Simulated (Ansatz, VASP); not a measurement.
One calculation of Hf3Si2F, two programs

```xyz
6
Lattice="-2.5805 2.5805 4.6250 2.5805 -2.5805 4.6250 2.5805 2.5805 -4.6250" Properties=species:S:1:pos:R:3 pbc="T T T"
Hf    0.0000    2.5805    2.3125
Hf    2.5805    0.0000    2.3125
Hf    0.0000    0.0000    0.0000
Si    0.0000    0.0000    2.8298
Si    0.0000    0.0000    6.4201
F     0.0000    0.0000    4.6250
```

Alike in both runs: functional PBE; k mesh 6 × 6 × 6; occupations gaussian, width 0.1 eV; no spin polarisation.

Ansatz relaxed the structure, and its values are those at the end. VASP's run is a single point on that final structure, the one shown.

|  | VASP | Ansatz |
| --- | --- | --- |
| version | VASP 6.6.1 | Ansatz 0.2.0 |
| potentials or method | VASP PAW PBE potentials, release 64 (Hf_pv, Si, F), cutoff 520 eV | scalar-relativistic, plane waves, PAW |
| valence electrons in the cell | 45 | 93 |

```tsv
	VASP	Ansatz	Ansatz less VASP
gap on the k mesh at the Fermi level (eV)	none	none	-
pressure (GPa)	0.0	0.1	+0.08
rms of the force components (eV/Å)	0.005	0.011	+0.0064
```

A gap of «none» marks a metal or a gap that the smearing closes. The functional is the same, so the differences come from potentials, cutoffs and numerics. VASP's potentials hold 45 valence electrons a cell and Ansatz's 93, so a difference there can come from the potentials and not from the codes.

Neither program's run includes spin-orbit coupling.
